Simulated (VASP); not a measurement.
# MnS (F-43m) in VASP: notebook

The runs below take MnS through single point, relaxation of cell and atoms, with RPBE+D4, PBEsol, HF, LDA.

Program: VASP 6.6.1. These are calculated values, not measurements. Logs are shortened: lines on timing, memory, paths and dates and some standing lists are left out, and cuts for length are marked.

## Step 1: The cell of the first run

It takes space group F-43m (No. 216, cubic). Conventional cell: a = 4.889 Å, b = 4.889 Å, c = 4.889 Å, α = 90.00°, β = 90.00°, γ = 90.00°. Mn (site symmetry -43m) has 4 S at 2.12 Å within 2.8 Å. S (site symmetry -43m) has 4 Mn at 2.12 Å within 2.8 Å.

## Step 2: Single point, RPBE+D4, collinear spin, ferromagnetic start

INCAR reads:

```
PREC = Accurate
ENCUT = 520
EDIFF = 1E-7
ISMEAR = -1
SIGMA = 0.05
LREAL = F
LASPH = T
NELM = 150
ALGO = Normal
ISIF = 2
LWAVE = F
LCHARG = T
ISPIN = 2
MAGMOM = 4 0
LORBIT = 11
LMAXMIX = 4
GGA = RP
IVDW = 13
LELF = T
LVHAR = T
NBANDS = 20
```

KPOINTS reads:

```
regular mesh
0
Gamma
  9 9 9
```

POSCAR reads:

```
MnS
1.0
    0.0000000000      2.4445731937      2.4445731937
    2.4445731937      0.0000000000      2.4445731937
    2.4445731937      2.4445731937      0.0000000000
Mn S
1 1
Direct
    0.0000000000      0.0000000000      0.0000000000
    0.7500000000      0.7500000000      0.7500000000
```

Potentials or basis: VASP PAW PBE potentials, release 64 (Mn_pv, S).

The run is started by

```sh
$ cat potpaw_PBE.64/Mn_pv/POTCAR potpaw_PBE.64/S/POTCAR > POTCAR
$ mpirun -np 1 vasp_std > vasp.out
```

OUTCAR:

```text
PREC = Accurate
   ENCUT = 520
   EDIFF = 1E-7
   ISMEAR = -1
   LREAL = F
   LASPH = T
   NELM = 150
   ISIF = 2
   ISPIN = 2
   LORBIT = 11
   GGA = RP
   IVDW = 13

 ion  position               nearest neighbor table
   1  0.000  0.000  0.000-   2 2.12   2 2.12   2 2.12   2 2.12
   2  0.750  0.750  0.750-   1 2.12   1 2.12   1 2.12   1 2.12

  LATTYP: Found a face centered cubic cell.
 ALAT       =     4.8891463874

  Lattice vectors:

 A1 = (   0.0000000000,   2.4445731937,   2.4445731937)
 A2 = (   2.4445731937,   0.0000000000,   2.4445731937)
 A3 = (   2.4445731937,   2.4445731937,   0.0000000000)

Analysis of symmetry for initial positions (statically):
=====================================================================
 Subroutine PRICEL returns:
 Original cell was already a primitive cell.

 Routine SETGRP: Setting up the symmetry group for a
 face centered cubic supercell.

 Subroutine GETGRP returns: Found 24 space group operations
 (whereof 24 operations were pure point group operations)
 out of a pool of 48 trial point group operations.

The static configuration has the point symmetry T_d .

Analysis of symmetry for dynamics (positions and initial velocities):
=====================================================================
 Subroutine PRICEL returns:
 Original cell was already a primitive cell.

 Routine SETGRP: Setting up the symmetry group for a
 face centered cubic supercell.

 Subroutine GETGRP returns: Found 24 space group operations
 (whereof 24 operations were pure point group operations)
 out of a pool of 48 trial point group operations.

The dynamic configuration has the point symmetry T_d .

Analysis of structural, dynamic, and magnetic symmetry:
=====================================================================
 Subroutine PRICEL returns:
 Original cell was already a primitive cell.

 Routine SETGRP: Setting up the symmetry group for a
 face centered cubic supercell.

 Subroutine GETGRP returns: Found 24 space group operations
 (whereof 24 operations were pure point group operations)
 out of a pool of 48 trial point group operations.

The overall configuration has the point symmetry T_d .

 Subroutine INISYM returns: Found 24 space group operations
 (whereof 24 operations are pure point group operations),
 and found     1 'primitive' translations

----------------------------------------------------------------------------------------

                                     Primitive cell

  volume of cell :      29.2172

  direct lattice vectors                    reciprocal lattice vectors
     0.000000000  2.444573194  2.444573194    -0.204534682  0.204534682  0.204534682
     2.444573194  0.000000000  2.444573194     0.204534682 -0.204534682  0.204534682
     2.444573194  2.444573194  0.000000000     0.204534682  0.204534682 -0.204534682

  length of vectors
     3.457148565  3.457148565  3.457148565     0.354264461  0.354264461  0.354264461

  position of ions in fractional coordinates (direct lattice)
     0.000000000  0.000000000  0.000000000
     0.750000000  0.750000000  0.750000000

  ion indices of the primitive-cell ions
   primitive index   ion index
                 1           1
                 2           2

----------------------------------------------------------------------------------------

 KPOINTS: regular mesh

Automatic generation of k-mesh.
 Grid dimensions read from file:
 generate k-points for:    9    9    9

 Generating k-lattice:

  Cartesian coordinates                     Fractional coordinates (reciprocal lattice)
    -0.022726076  0.022726076  0.022726076     0.111111111  0.000000000  0.000000000
     0.022726076 -0.022726076  0.022726076     0.000000000  0.111111111  0.000000000
     0.022726076  0.022726076 -0.022726076     0.000000000  0.000000000  0.111111111

  Length of vectors
     0.039362718  0.039362718  0.039362718

  Shift w.r.t. Gamma in fractional coordinates (k-lattice)
     0.000000000  0.000000000  0.000000000

 Subroutine IBZKPT returns following result:
 ===========================================

 Found     35 irreducible k-points:

 Following reciprocal coordinates:
            Coordinates               Weight
  0.000000  0.000000  0.000000      1.000000
  0.111111  0.000000  0.000000      8.000000
  0.222222  0.000000  0.000000      8.000000
  0.333333  0.000000  0.000000      8.000000
  0.444444  0.000000  0.000000      8.000000
  0.111111  0.111111  0.000000      6.000000
[... 16 lines left out ...]
 -0.333333  0.333333  0.000000     12.000000
  0.444444  0.444444  0.000000      6.000000
 [... further k-points ...]
   k-points           NKPTS =     35   k-points in BZ     NKDIM =     35   number of bands    NBANDS=     20
   number of dos      NEDOS =    301   number of ions     NIONS =      2
   total plane-waves  NPLWV =  21952
   dimension x,y,z NGX =    28 NGY =   28 NGZ =   28
   dimension x,y,z NGXF=    56 NGYF=   56 NGZF=   56
   ions per type =               1   1
   NGX,Y,Z   is equivalent  to a cutoff of  13.46, 13.46, 13.46 a.u.
   NGXF,Y,Z  is equivalent  to a cutoff of  26.93, 26.93, 26.93 a.u.
 SYSTEM =  unknown system
   PREC   = accura    normal or accurate (medium, high low for compatibility)
   ISTART =      0    job   : 0-new  1-cont  2-samecut
   ICHARG =      2    charge: 1-file 2-atom 10-const
   ISPIN  =      2    spin polarized calculation?
   LNONCOLLINEAR =      F non collinear calculations
   LSORBIT =      F    spin-orbit coupling
   LASPH  =      T    aspherical Exc in radial PAW
   ENCUT  =  520.0 eV  38.22 Ry    6.18 a.u.   6.43  6.43  6.43*2*pi/ulx,y,z
   NELM   =    150;   NELMIN=  2; NELMDL= -5     # of ELM steps
   EDIFF  = 0.1E-06   stopping-criterion for ELM
   LREAL  =      F    real-space projection
   EDIFFG = 0.1E-05   stopping-criterion for IOM
   NSW    =      0    number of steps for IOM
   IBRION =     -1    ionic relax: 0-MD 1-quasi-New 2-CG
   NFREE  =      0    steps in history (QN), initial steepest desc. (CG)
   ISIF   =      2    stress and relaxation
   ISYM   =      2    0-nonsym 1-usesym 2-fastsym
   POTIM  = 0.5000    time-step for ionic-motion
   TEBEG  =    0.0;   TEEND  =   0.0 temperature during run
   PSTRESS=    0.0 pullay stress
   NELECT =      19.0000    total number of electrons
   NUPDOWN=      -1.0000    fix difference up-down
   EMIN   =  10.00;   EMAX   =-10.00  energy-range for DOS
   EFERMI =   0.00;   METHOD = LEGACY
   ISMEAR =    -1;   SIGMA  =   0.05  broadening in eV -4-tet -1-fermi 0-gaus
   EFERMI_NEDOS =   21; number of points for ismear=-14 and -15
   IALGO  =     38    algorithm
   IMIX   =      4    mixing-type and parameters
     AMIX     =   0.40;   BMIX     =  1.00
     AMIX_MAG =   1.60;   BMIX_MAG =  1.00
  volume/ion in A,a.u.               =      14.61        98.58
  Fermi-wavevector in a.u.,A,eV,Ry     =   1.418338  2.680270 27.370594  2.011682
  Thomas-Fermi vector in A             =   2.539474
   LORBIT       =     11    0 simple, 1 ext, 2 COOP (PROOUT), +10 PAW based schemes
   GGA     = RP    functional components
   LHFCALC =     F    Hartree Fock is set to
   AEXX    =    0.0000 exact exchange contribution
   IVDW    =    13    specifies the selected vdW correction
   LEPSILON=     F    determine dielectric tensor
   LRPA    =     F    only Hartree local field effects (RPA)
 spin polarized calculation
  energy-cutoff  :      520.00
  volume of cell :       29.22
 maximum number of plane-waves:       801
 NGX is ok and might be reduce to    28
   NGX = 13   NGY = 13   NGZ = 13

 number of electron      18.9999998 magnetization       0.1798715

 Free energy of the ion-electron system (eV)
  ---------------------------------------------------
  ext. energy  EPLUGINS =         0.00000000
  ---------------------------------------------------
  free energy    TOTEN  =       -12.70584078 eV

  energy without entropy =      -12.68641795  energy(sigma->0) =      -12.69612937

 E-fermi :   7.9561     XC(G=0): -11.3012

 val. band max:        7.9486170161   @ k =   0.4444   0.4444   0.0000
 cond. band min:       7.9617366016   @ k =  -0.3333   0.4444   0.2222
 fundamental gap:      0.0131195855
 Fermi energy:         7.9561130551

 spin component 1

 k-point     1 :       0.0000    0.0000    0.0000
  band No.  band energies     occupation
      1     -39.8932      1.00000
      2     -39.8932      1.00000
      3     -39.8932      1.00000
      4      -7.5589      1.00000
      5       3.0986      1.00000
      6       3.0986      1.00000
[... 12 lines left out ...]
     19      24.0521      0.00000
     20      24.4899      0.00000
[... 507 lines left out ...]
 k-point    24 :       0.4444    0.4444    0.0000
  band No.  band energies     occupation
      1     -39.9224      1.00000
      2     -39.9043      1.00000
      3     -39.9043      1.00000
      4      -5.8087      1.00000
      5       1.0950      1.00000
      6       3.7781      1.00000
[... 12 lines left out ...]
     19      25.5035      0.00000
     20      25.5035      0.00000

 [... further k-points ...]

 spin component 2

 k-point     1 :       0.0000    0.0000    0.0000
  band No.  band energies     occupation
      1     -39.7232      1.00000
      2     -39.7232      1.00000
      3     -39.7232      1.00000
      4      -7.5513      1.00000
      5       3.1386      1.00000
      6       3.1386      1.00000
[... 12 lines left out ...]
     19      24.0456      0.00000
     20      24.5164      0.00000
[... 507 lines left out ...]
 k-point    24 :       0.4444    0.4444    0.0000
  band No.  band energies     occupation
      1     -39.7528      1.00000
      2     -39.7344      1.00000
      3     -39.7344      1.00000
      4      -5.8050      1.00000
      5       1.1301      1.00000
      6       3.8015      1.00000
[... 12 lines left out ...]
     19      25.5277      0.00000
     20      25.5277      0.00000

 [... further k-points ...]

------------------------ aborting loop because EDIFF is reached ----------------------------------------

  DFT-D4 for vdW energy calculation

  Edisp (eV):   -1.98443

  FORCE on cell =-STRESS in cart. coord.  units (eV):
  Direction    XX          YY          ZZ          XY          YZ          ZX
  --------------------------------------------------------------------------------------
  -------------------------------------------------------------------------------------
  Total      -0.03598    -0.03598    -0.03598     0.00000     0.00000    -0.00000
  in kB      -1.97322    -1.97322    -1.97322     0.00000     0.00000    -0.00000
  external pressure =       -1.97 kB  Pullay stress =        0.00 kB

 VOLUME and BASIS-vectors are now :
 -----------------------------------------------------------------------------
  energy-cutoff  :      520.00
  volume of cell :       29.22
      direct lattice vectors                 reciprocal lattice vectors
     0.000000000  2.444573194  2.444573194    -0.204534682  0.204534682  0.204534682
     2.444573194  0.000000000  2.444573194     0.204534682 -0.204534682  0.204534682
     2.444573194  2.444573194  0.000000000     0.204534682  0.204534682 -0.204534682

 POSITION                                       TOTAL-FORCE (eV/Angst)
 -----------------------------------------------------------------------------------
      0.00000      0.00000      0.00000         0.000000      0.000000      0.000000
      3.66686      3.66686      3.66686        -0.000000     -0.000000     -0.000000
 -----------------------------------------------------------------------------------
    total drift:                               -0.000001     -0.000001     -0.000001

  FREE ENERGIE OF THE ION-ELECTRON SYSTEM (eV)
  ---------------------------------------------------
  free  energy   TOTEN  =       -14.6902731407 eV

  energy  without entropy=      -14.6708503156  energy(sigma->0) =      -14.68056173

 total charge

# of ion       s       p       d       tot
------------------------------------------
    1        0.365   6.332   5.401  12.098
    2        1.327   2.453   0.000   3.779
--------------------------------------------------
tot          1.692   8.785   5.401  15.878

 magnetization (x)

# of ion       s       p       d       tot
------------------------------------------
    1        0.006   0.003   0.163   0.173
    2       -0.001  -0.003   0.000  -0.004
--------------------------------------------------
tot          0.006   0.001   0.163   0.169
```

Wall time 55 s (1 thread of Intel Xeon Platinum 8375C at 2.90GHz (Ice Lake), shared host); peak memory 0.19 GiB.

What came out:

| Item | Value |
| --- | --- |
| Free energy | -14.6903 eV |
| Pressure | -0.2 GPa |
| Net moment | 0.18 μB per cell |
| Site moments | Mn +0.17; S -0.00 μB |
| Valence electrons inside the program's atomic spheres | Mn 12.10; S 3.78 |
| Dispersion energy per atom | -0.992 eV |

Levels at points of the mesh, in eV from the Fermi level:
Spin up:
| k point | band 6 | band 7 | band 8 | band 9 | band 10 | band 11 | band 12 | band 13 | band 14 | band 15 |
| --- | --- | --- | --- | --- | --- | --- | --- | --- | --- | --- |
| (0.00, 0.00, 0.00) | -4.86 | -4.86 | -0.93 | -0.93 | 3.87 | 3.87 | 3.87 | 4.07 | 8.03 | 8.03 |
Spin down:
```csv
k point,band 6,band 7,band 8,band 9,band 10,band 11,band 12,band 13
"(0.00, 0.00, 0.00)",-4.82,-4.82,-0.71,-0.71,3.93,3.93,3.93,4.09
```

Caveat: the PAW data sets were made with another functional, which shifts forces and pressure a little; semilocal functionals often make such compounds metallic where correlation or magnetic order opens a gap, which also shifts bond lengths. With open d or f shells a metallic result of RPBE can be an artefact of self-interaction; +U or a hybrid may open a gap.

## Step 3: Relaxation of cell and atoms, RPBE+D4, collinear spin, ferromagnetic start

This run uses another cell than the first one, of 15.13 Å³/atom.

INCAR reads:

```
PREC = Accurate ; ENCUT = 600
EDIFF = 1E-7 ; ISMEAR = -1
SIGMA = 0.05 ; LREAL = False
LASPH = True ; NELM = 150
ALGO = Normal ; ISIF = 3
LWAVE = False ; LCHARG = False
ISPIN = 2 ; MAGMOM = 4 0
LORBIT = 11 ; LMAXMIX = 4
GGA = RP ; IVDW = 13
IBRION = 2 ; NSW = 60
EDIFFG = -0.01
```

KPOINTS is that of step 2.

POSCAR reads:

```
MnS
1.0
    0.0000000000      2.4734634191      2.4734634191
    2.4734634191      0.0000000000      2.4734634191
    2.4734634191      2.4734634191      0.0000000000
Mn S
1 1
Direct
    0.0000000000      0.0000000000      0.0000000000
    0.7500000000      0.7500000000      0.7500000000
```

Potentials or basis: VASP PAW PBE potentials, release 64 (Mn_pv, S).

The run is started by

```sh
$ cat potpaw_PBE.64/Mn_pv/POTCAR potpaw_PBE.64/S/POTCAR > POTCAR
$ mpirun -np 1 vasp_std > vasp.out
```

Run time: 2.1 min. Hardware: 1 thread of Intel Xeon Platinum 8375C at 2.90GHz (Ice Lake), shared host; peak memory 0.19 GiB.

Results (log left out):

| Property | Result |
| --- | --- |
| Free energy | -14.6908 eV |
| Relaxed volume | 14.59 Å³/atom |
| Relaxed cell | a = 3.456 Å, b = 3.456 Å, c = 3.456 Å, α = 60.00°, β = 60.00°, γ = 60.00° |
| Space group after relaxing (to 0.1 Å) | F-43m (No. 216) |
| Energy gained by relaxing | 8.9 meV/atom |
| Ionic steps | 3 |
| Pressure after relaxing | 0.0 GPa |
| Net moment | 0.18 μB per cell |
| Site moments | Mn +0.17; S -0.00 μB |
| Valence electrons inside the program's atomic spheres | Mn 12.10; S 3.78 |
| Dispersion energy per atom | -0.993 eV |

Step by step:
| step | energy change (eV) | largest force (eV/Å) | pressure (GPa) | volume (Å³) |
| --- | --- | --- | --- | --- |
| 1 | 0.0000 | 0.0000 | -5.08 | 30.27 |
| 2 | -0.0015 | 0.0000 | 5.56 | 28.21 |
| 3 | -0.0177 | 0.0000 | -0.02 | 29.19 |

Final structure:
```xyz
2
Lattice="0.0000 2.4438 2.4438 2.4438 0.0000 2.4438 2.4438 2.4438 0.0000" Properties=species:S:1:pos:R:3 pbc="T T T"
Mn    0.0000    0.0000    0.0000
S     3.6657    3.6657    3.6657
```

Levels at points of the mesh, in eV from the Fermi level:
Spin up:
| k point | band 8 | band 9 | band 10 | band 11 | band 12 | band 13 |
| --- | --- | --- | --- | --- | --- | --- |
| (0.00, 0.00, 0.00) | -0.93 | -0.93 | 3.88 | 3.88 | 3.88 | 4.07 |
Spin down:
| k point | band 6 | band 7 | band 8 | band 9 | band 10 | band 11 | band 12 | band 13 |
| --- | --- | --- | --- | --- | --- | --- | --- | --- |
| (0.00, 0.00, 0.00) | -4.82 | -4.82 | -0.71 | -0.71 | 3.94 | 3.94 | 3.94 | 4.10 |

Caveat: the PAW data sets were made with another functional, which shifts forces and pressure a little; semilocal functionals often make such compounds metallic where correlation or magnetic order opens a gap, which also shifts bond lengths. With open d or f shells a metallic result of RPBE can be an artefact of self-interaction; +U or a hybrid may open a gap.

## Step 4: Single point, PBEsol, collinear spin, ferromagnetic start

This run uses another cell than the first one, of 16.04 Å³/atom.

INCAR reads:

```
SYSTEM = MnS
  PREC = Accurate
  ENCUT = 520
  EDIFF = 1E-6
  ISMEAR = -1
  SIGMA = 0.05
  LREAL = .False.
  LASPH = .True.
  NELM = 150
  ALGO = Normal
  ISIF = 2
  LWAVE = .False.
  LCHARG = .False.
  ISPIN = 2
  MAGMOM = 4 0
  LORBIT = 11
  LMAXMIX = 4
  GGA = PS
  NBANDS = 20
```

KPOINTS reads:

```
regular mesh
0
Gamma
  9 9 9
  0 0 0
```

POSCAR reads:

```
MnS
1.0
    0.0000000000      2.5219750179      2.5219750179
    2.5219750179      0.0000000000      2.5219750179
    2.5219750179      2.5219750179      0.0000000000
Mn S
1 1
Direct
    0.0000000000      0.0000000000      0.0000000000
    0.7500000000      0.7500000000      0.7500000000
```

The run is started by

```sh
$ cat potpaw_PBE.64/Mn_pv/POTCAR potpaw_PBE.64/S/POTCAR > POTCAR
$ mpirun -np 1 vasp_std > vasp.out
```

It took 6.5 min on 1 thread of AMD EPYC 7R13 (Zen 3), shared host; peak memory 0.16 GiB.

It converged, with:

```yaml
Free_energy: -14.7014 eV
Pressure: -9.9 GPa
Net_moment: 0.34 μB per cell
Site_moments: Mn +0.32; S -0.01 μB
Valence_electrons_inside_the_program's_atomic_spheres: Mn 11.92; S 3.69
```

Levels at points of the mesh, in eV from the Fermi level:
Spin up:
```tsv
k point	band 6	band 7	band 8	band 9	band 10	band 11	band 12	band 13	band 14	band 15
(0.00, 0.00, 0.00)	-4.56	-4.56	-0.88	-0.88	3.28	3.28	3.28	3.31	7.64	7.64
```
Spin down:
```
           k point  band 7  band 8  band 9  band 10  band 11  band 12
(0.00, 0.00, 0.00)   -4.48   -0.53   -0.53     3.35     3.43     3.43
```

Caveat: the cell stands under tension; the PAW data sets were made with another functional, which shifts forces and pressure a little; semilocal functionals often make such compounds metallic where correlation or magnetic order opens a gap, which also shifts bond lengths. With open d or f shells a metallic result of PBEsol can be an artefact of self-interaction; +U or a hybrid may open a gap.

(Part 1 of 2 ends here.)
